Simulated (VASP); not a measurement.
Runs of VASP 6.6.1 on HfBe3. The structure is that of space group Pm-3m (No. 221), or close to it. The cells are those of the table. 

```tsv
task	cell	k mesh	cutoff (eV)	gap on the mesh (eV)	pressure (GPa)	relaxed volume (Å³/atom)
single point	a = 3.458 Å, 4 atoms	6 × 6 × 6	520	none	30.6	-
relaxation of cell and atoms	relaxed from a = 3.458 Å, 4 atoms	6 × 6 × 6	600	none	0.1	12.43
single point	a = 3.677 Å, 4 atoms	12 × 12 × 12	520	none	0.3	-
single point	a = 3.676 Å, 4 atoms	6 × 6 × 6	520	none	0.3	-
relaxation of cell and atoms	relaxed from a = 3.676 Å, 4 atoms	12 × 12 × 12	600	none	0.0	(a)
```

Alike in all rows: level PBE; potentials or basis VASP PAW PBE potentials, release 64 (Hf_pv, Be); no spin polarisation; smearing gaussian 0.1 eV.

**Question.** Estimate the missing entries.

**Answer.** (a) 12.46.

Caveats: spin-orbit coupling is left out, which moves the levels of the heavy elements; the cell stands under pressure (at least some runs); the volume moved by over 15 % at a fixed basis, so the end points are rough (at least some runs).

A k mesh can miss the band edges, and the runs leave out spin-orbit coupling on Hf.

A gap of «none» marks levels without a gap at the run's occupations.
